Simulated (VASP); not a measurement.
# HfN (F-43m) in VASP: further runs, part 2 of 2

VASP 6.6.1. Earlier steps stand in the parts before.

**3. Single point, r2SCANh**

The input, POSCAR:

```
HfN
1.0
    0.0000000000      2.4548220000      2.4548220000
    2.4548220000      0.0000000000      2.4548220000
    2.4548220000      2.4548220000      0.0000000000
Hf N
1 1
Direct
    0.0000000000      0.0000000000      0.0000000000
    0.2500000000      0.2500000000      0.2500000000
```

The input, INCAR.step1:

```
SYSTEM = HfN
  ALGO = Normal
  EDIFF = 1E-5
  ENCUT = 520
  GGA = PE
  ISIF = 2
  ISMEAR = -1
  LASPH = .TRUE.
  LREAL = .FALSE.
  LWAVE = .TRUE.
  NBANDS = 14
  NELM = 80
  PREC = Accurate
  SIGMA = 0.05
```

The input, INCAR.step2:

```
SYSTEM = HfN
  AEXX = 0.1
  ALGO = Normal
  EDIFF = 1E-6
  ENCUT = 520
  ISIF = 2
  ISMEAR = -1
  ISTART = 1
  LASPH = .TRUE.
  LCHARG = .TRUE.
  LELF = .TRUE.
  LHFCALC = .TRUE.
  LMIXTAU = .TRUE.
  LREAL = .FALSE.
  LVHAR = .TRUE.
  LWAVE = .FALSE.
  METAGGA = R2SCAN
  NBANDS = 14
  NELM = 80
  PREC = Accurate
  PRECFOCK = Normal
  SIGMA = 0.05
```

The input, KPOINTS:

```
k-points
0
G
  5 5 5
  0 0 0
```

Potentials or basis: VASP PAW PBE potentials, release 64 (Hf_pv, N).

On the command line:

```bash
> cat potpaw_PBE.64/Hf_pv/POTCAR potpaw_PBE.64/N/POTCAR > POTCAR
> cp INCAR.step1 INCAR
> mpirun -np 1 vasp_std > vasp.out
> cp INCAR.step2 INCAR
> mpirun -np 1 vasp_std > vasp.out
```

OUTCAR:

```text
SYSTEM = HfN
   AEXX = 0.1
   EDIFF = 1E-6
   ENCUT = 520
   ISIF = 2
   ISMEAR = -1
   ISTART = 1
   LASPH = .TRUE.
   LHFCALC = .TRUE.
   LREAL = .FALSE.
   METAGGA = R2SCAN
   NELM = 80
   PREC = Accurate
   PRECFOCK = Normal

 ion  position               nearest neighbor table
   1  0.000  0.000  0.000-   2 2.13   2 2.13   2 2.13   2 2.13
   2  0.250  0.250  0.250-   1 2.13   1 2.13   1 2.13   1 2.13

  LATTYP: Found a face centered cubic cell.
 ALAT       =     4.9096440000

  Lattice vectors:

 A1 = (   0.0000000000,   2.4548220000,   2.4548220000)
 A2 = (   2.4548220000,   0.0000000000,   2.4548220000)
 A3 = (   2.4548220000,   2.4548220000,   0.0000000000)

Analysis of symmetry for initial positions (statically):
=====================================================================
 Subroutine PRICEL returns:
 Original cell was already a primitive cell.

 Routine SETGRP: Setting up the symmetry group for a
 face centered cubic supercell.

 Subroutine GETGRP returns: Found 24 space group operations
 (whereof 24 operations were pure point group operations)
 out of a pool of 48 trial point group operations.

The static configuration has the point symmetry T_d .

Analysis of symmetry for dynamics (positions and initial velocities):
=====================================================================
 Subroutine PRICEL returns:
 Original cell was already a primitive cell.

 Routine SETGRP: Setting up the symmetry group for a
 face centered cubic supercell.

 Subroutine GETGRP returns: Found 24 space group operations
 (whereof 24 operations were pure point group operations)
 out of a pool of 48 trial point group operations.

The dynamic configuration has the point symmetry T_d .

 Subroutine INISYM returns: Found 24 space group operations
 (whereof 24 operations are pure point group operations),
 and found     1 'primitive' translations

----------------------------------------------------------------------------------------

                                     Primitive cell

  volume of cell :      29.5863

  direct lattice vectors                    reciprocal lattice vectors
     0.000000000  2.454822000  2.454822000    -0.203680756  0.203680756  0.203680756
     2.454822000  0.000000000  2.454822000     0.203680756 -0.203680756  0.203680756
     2.454822000  2.454822000  0.000000000     0.203680756  0.203680756 -0.203680756

  length of vectors
     3.471642566  3.471642566  3.471642566     0.352785417  0.352785417  0.352785417

  position of ions in fractional coordinates (direct lattice)
     0.000000000  0.000000000  0.000000000
     0.250000000  0.250000000  0.250000000

  ion indices of the primitive-cell ions
   primitive index   ion index
                 1           1
                 2           2

----------------------------------------------------------------------------------------

 KPOINTS: k-points

Automatic generation of k-mesh.
 Grid dimensions read from file:
 generate k-points for:    5    5    5

 Generating k-lattice:

  Cartesian coordinates                     Fractional coordinates (reciprocal lattice)
    -0.040736151  0.040736151  0.040736151     0.200000000  0.000000000  0.000000000
     0.040736151 -0.040736151  0.040736151     0.000000000  0.200000000  0.000000000
     0.040736151  0.040736151 -0.040736151     0.000000000  0.000000000  0.200000000

  Length of vectors
     0.070557083  0.070557083  0.070557083
[... 32 lines left out ...]
   ICHARG =      0    charge: 1-file 2-atom 10-const
   ISPIN  =      1    spin polarized calculation?
   LNONCOLLINEAR =      F non collinear calculations
   LSORBIT =      F    spin-orbit coupling
   LASPH  =      T    aspherical Exc in radial PAW
   ENCUT  =  520.0 eV  38.22 Ry    6.18 a.u.   6.45  6.45  6.45*2*pi/ulx,y,z
   NELM   =     80;   NELMIN=  2; NELMDL=  0     # of ELM steps
   EDIFF  = 0.1E-05   stopping-criterion for ELM
   LREAL  =      F    real-space projection
   EDIFFG = 0.1E-04   stopping-criterion for IOM
   NSW    =      0    number of steps for IOM
   IBRION =     -1    ionic relax: 0-MD 1-quasi-New 2-CG
   NFREE  =      0    steps in history (QN), initial steepest desc. (CG)
   ISIF   =      2    stress and relaxation
   ISYM   =      3    0-nonsym 1-usesym 2-fastsym
   POTIM  = 0.5000    time-step for ionic-motion
   TEBEG  =    0.0;   TEEND  =   0.0 temperature during run
   PSTRESS=    0.0 pullay stress
   NELECT =      15.0000    total number of electrons
   NUPDOWN=      -1.0000    fix difference up-down
   EMIN   =  10.00;   EMAX   =-10.00  energy-range for DOS
   EFERMI =   0.00;   METHOD = LEGACY
   ISMEAR =    -1;   SIGMA  =   0.05  broadening in eV -4-tet -1-fermi 0-gaus
   EFERMI_NEDOS =   21; number of points for ismear=-14 and -15
   IALGO  =     38    algorithm
   IMIX   =      1    mixing-type and parameters
     AMIX     =   0.40;   BMIX     =  1.00
     AMIX_MAG =   1.60;   BMIX_MAG =  1.00
  volume/ion in A,a.u.               =      14.79        99.83
  Fermi-wavevector in a.u.,A,eV,Ry     =   1.305395  2.466839 23.185087  1.704056
  Thomas-Fermi vector in A             =   2.436267
   LORBIT       =      0    0 simple, 1 ext, 2 COOP (PROOUT), +10 PAW based schemes
   METAGGA = R2SCAN    functional components
   LHFCALC =     T    Hartree Fock is set to
   PRECFOCK=normal    Normal, Fast or Accurate (Low or Medium for compatibility)
   ENCUT4O =  -1.0   cutoff for four orbital integrals eV
   NKREDX  =     1    reduce k-point grid by
   NKREDY  =     1    reduce k-point grid by
   NKREDZ  =     1    reduce k-point grid by
   AEXX    =    0.1000 exact exchange contribution
   HFSCREEN=    0.0000 screening length (either q_TF or 0.3 A-1)
   HFSCREENC=   0.0000 screening length for correlation (either q_TF or 0.3 A-1)
   ENCUTFOCK=  -1.0 apply spherical cutoff to Coloumb kernel
   IVDW    =     0    specifies the selected vdW correction
   LEPSILON=     F    determine dielectric tensor
   LRPA    =     F    only Hartree local field effects (RPA)
 non-spin polarized calculation
  energy-cutoff  :      520.00
  volume of cell :       29.59
 maximum number of plane-waves:       821
 NGX is ok and might be reduce to    28
  NGX = 20; NGY = 20; NGZ = 20

 number of electron      15.0000001 magnetization

 Free energy of the ion-electron system (eV)
  ---------------------------------------------------
  ext. energy  EPLUGINS =         0.00000000
  ---------------------------------------------------
  free energy    TOTEN  =       -56.18523276 eV

  energy without entropy =      -56.17413219  energy(sigma->0) =      -56.17968247

 E-fermi :   5.9168     XC(G=0): -10.8891

 val. band max:        5.8480357560   @ k =   0.4000   0.2000   0.0000
 cond. band min:       6.1282822397   @ k =  -0.4000   0.2000   0.0000
 fundamental gap:      0.2802464837
 Fermi energy:         5.9167745965

 k-point     1 :       0.0000    0.0000    0.0000
  band No.  band energies     occupation
      1     -27.5521      2.00000
      2     -27.5521      2.00000
      3     -27.5521      2.00000
      4     -12.3687      2.00000
      5      -0.5497      2.00000
      6      -0.5497      2.00000
      7      -0.5497      2.00000
      8       5.0604      2.00000
      9       8.6146      0.00000
     10       8.6146      0.00000
     11      13.1193      0.00000
     12      13.1194      0.00000
     13      13.1194      0.00000
     14      17.7881      0.00000
[... 139 lines left out ...]
      1     -27.9821      2.00000
      2     -27.8005      2.00000
      3     -27.6979      2.00000
      4     -10.9559      2.00000
      5      -0.9579      2.00000
      6       0.0263      2.00000
      7       1.1350      2.00000
      8       4.7587      2.00000
      9       7.7693      0.00000
     10       9.8729      0.00000
     11      11.8870      0.00000
     12      12.8700      0.00000
     13      14.9658      0.00000
     14      17.2078      0.00000

------------------------ aborting loop because EDIFF is reached ----------------------------------------

  FORCE on cell =-STRESS in cart. coord.  units (eV):
  Direction    XX          YY          ZZ          XY          YZ          ZX
  --------------------------------------------------------------------------------------
  -------------------------------------------------------------------------------------
  Total       -0.8038016     -0.8038016     -0.8038016      0.0000000     -0.0000000     -0.0000000
  in kB      -43.5280702    -43.5280702    -43.5280702      0.0000000     -0.0000000     -0.0000000
  external PRESSURE =     -43.5280702 kB  Pullay stress =       0.0000000 kB

 VOLUME and BASIS-vectors are now :
 -----------------------------------------------------------------------------
  energy-cutoff  :      520.00
  volume of cell :       29.59
      direct lattice vectors                 reciprocal lattice vectors
     0.000000000  2.454822000  2.454822000    -0.203680756  0.203680756  0.203680756
     2.454822000  0.000000000  2.454822000     0.203680756 -0.203680756  0.203680756
     2.454822000  2.454822000  0.000000000     0.203680756  0.203680756 -0.203680756

 POSITION                                       TOTAL-FORCE (eV/Angst)
 -----------------------------------------------------------------------------------
      0.00000      0.00000      0.00000         0.000000      0.000000      0.000000
      1.22741      1.22741      1.22741        -0.000000     -0.000000     -0.000000
 -----------------------------------------------------------------------------------
    total drift:                               -0.000002     -0.000000     -0.000002

  FREE ENERGIE OF THE ION-ELECTRON SYSTEM (eV)
  ---------------------------------------------------
  free  energy   TOTEN  =       -56.1852327590 eV

  energy  without entropy=      -56.1741321857  energy(sigma->0) =      -56.17968247
```

Run time: 10 min. Hardware: 1 thread of Intel Xeon Platinum 8259CL at 2.50GHz (Skylake/Cascade Lake), shared host; peak memory 0.17 GiB.

What came out:

| Quantity | Value |
| --- | --- |
| Free energy | -56.1852 eV |
| Pressure | -4.4 GPa |
| Band gap on the k mesh | zero (an odd number of electrons rules out a gap without spin polarisation) |

Levels at points of the mesh, in eV from the Fermi level:
```
           k point  band 3  band 4  band 5  band 6  band 7  band 8  band 9  band 10  band 11  band 12
(0.00, 0.00, 0.00)  -33.47  -18.29   -6.47   -6.47   -6.47   -0.86    2.70     2.70     7.20     7.20
```

Caveat: the k points lie up to 0.44 Å⁻¹ apart, too coarse for converged energies and pressures of a metal; the PAW data sets were made with another functional, which shifts forces and pressure a little; spin-orbit coupling is left out, which moves the levels of the heavy elements; an odd number of electrons without spin polarisation forces a metal; a magnetic or distorted state may lie lower.

**4. Single point, HF**

POSCAR is that of step 3.

The input, INCAR.step1:

```
ALGO = Normal ; EDIFF = 1E-5
ENCUT = 520 ; GGA = PE
ISIF = 2 ; ISMEAR = -1
LASPH = T ; LCHARG = F
LREAL = F ; LWAVE = T
NBANDS = 14 ; NELM = 80
PREC = Accurate ; SIGMA = 0.05
```

The input, INCAR.step2:

```
AEXX = 1.0 ; AGGAC = 0.0
ALDAC = 0.0 ; ALGO = Normal
EDIFF = 1E-6 ; ENCUT = 520
GGA = PE ; ISIF = 2
ISMEAR = -1 ; ISTART = 1
LASPH = T ; LCHARG = F
LHFCALC = T ; LREAL = F
LWAVE = F ; NBANDS = 14
NELM = 80 ; PREC = Accurate
PRECFOCK = Normal ; SIGMA = 0.05
```

The input, KPOINTS:

```
k-points
0
Gamma
  5 5 5
```

On the command line:

```bash
> cat potpaw_PBE.64/Hf_pv/POTCAR potpaw_PBE.64/N/POTCAR > POTCAR
> cp INCAR.step1 INCAR
> mpirun -np 1 vasp_std > vasp.out
> cp INCAR.step2 INCAR
> mpirun -np 1 vasp_std > vasp.out
```

Run time: 17 min. Hardware: 1 thread of Intel Xeon Platinum 8259CL at 2.50GHz (Skylake/Cascade Lake), shared host; peak memory 0.17 GiB.

The run converged. Its results:

* Free energy: -38.5150 eV
* Pressure: 1.4 GPa
* Band gap on the k mesh: zero (an odd number of electrons rules out a gap without spin polarisation)

Levels at points of the mesh, in eV from the Fermi level:
```
           k point  band 3  band 4  band 5  band 6  band 7  band 8  band 9  band 10  band 11  band 12
(0.00, 0.00, 0.00)  -42.02  -26.60  -11.05  -11.05  -11.05   -0.55    6.69     6.69    11.47    11.47
```

Caveat: the k points lie up to 0.44 Å⁻¹ apart, too coarse for converged energies and pressures of a metal; the PAW data sets were made with another functional, which shifts forces and pressure a little; spin-orbit coupling is left out, which moves the levels of the heavy elements; an odd number of electrons without spin polarisation forces a metal; a magnetic or distorted state may lie lower.

**5. Summary**

| level | share of exact exchange | gap on the mesh (eV) | pressure (GPa) |
| --- | --- | --- | --- |
| r2SCAN0 | 0.25 | none | -6.1 |
| r2SCANh | 0.1 | none | -4.4 |
| HF | 1 | none | 1.4 |

Alike in all rows: task single point; potentials or basis VASP PAW PBE potentials, release 64 (Hf_pv, N); no spin polarisation; cell as given; k mesh 5 × 5 × 5; cutoff (eV) 520; smearing fermi-dirac 0.05 eV.

Caveats: all runs use coarse meshes; the PAW data sets were made with another functional, which shifts forces and pressure a little; spin-orbit coupling is left out, which moves the levels of the heavy elements; an odd number of electrons without spin polarisation forces a metal; a magnetic or distorted state may lie lower.

Absolute energies hang on the potentials; compare differences alone.

The gap in the log of VASP goes by the Fermi energy; the results here count the filled bands.